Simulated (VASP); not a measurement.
Wanted: the native input for a VASP 6.6.1 run.

| Property | Result |
| --- | --- |
| Task | single point |
| Functional | PBEsol |
| Potentials or basis | VASP PAW PBE potentials, release 64 (Ti_sv) |
| Cutoff | 520 eV |
| k mesh | 18 × 18 × 10 |
| Occupations | gaussian, width 0.1 eV |
| Spin | no spin polarisation |
| Dipole correction | no |
| Further INCAR settings | ALGO = Normal; EDIFF = 1e-06; NBANDS = 19 |

The structure of Ti lies in POSCAR:

```
Ti
1.0
    2.7986048560      0.0000000000      0.0000000000
   -1.3993024280      2.4236629004      0.0000000000
    0.0000000000      0.0000000000      4.4419291036
Ti
2
Direct
    0.3333333333      0.6666666667      0.2500000000
    0.6666666667      0.3333333333      0.7500000000
```

The input as run:

INCAR

```
SYSTEM = Ti
PREC     = Accurate       ! precision mode
ENCUT    = 520            ! plane-wave cutoff, eV
EDIFF    = 1E-6           ! SCF threshold, eV
ISMEAR   = 0              ! smearing method
SIGMA    = 0.1            ! smearing width, eV
LREAL    = .False.        ! projectors in reciprocal space
LASPH    = .True.         ! aspherical terms in the spheres
NELM     = 100            ! most SCF steps
ALGO     = Normal         ! electronic algorithm
ISIF     = 2              ! what is computed and relaxed
LWAVE    = .False.        ! write WAVECAR
LCHARG   = .False.        ! write CHGCAR
GGA      = PS             ! functional
NBANDS   = 19             ! bands
```

KPOINTS

```
regular mesh
0
Gamma
  18 18 10
  0 0 0
```

Potentials or basis: VASP PAW PBE potentials, release 64 (Ti_sv).

The run is started by

```console
$ cat potpaw_PBE.64/Ti_sv/POTCAR > POTCAR
$ mpirun -np 1 vasp_std > vasp.out
```

Results of the run:

| Property | Result |
| --- | --- |
| Pressure | 14.5 GPa |
| Band gap on the k mesh | zero (band 12 reaches 10.71 eV, above the bottom of band 13 at 9.49 eV) |

Caveat: the PAW data sets were made with another functional, which shifts forces and pressure a little.

Run time: 41 s on 1 thread of Intel(R) Xeon(R) 6975P-C (Granite Rapids), with other jobs on the host, peak memory 0.23 GiB.
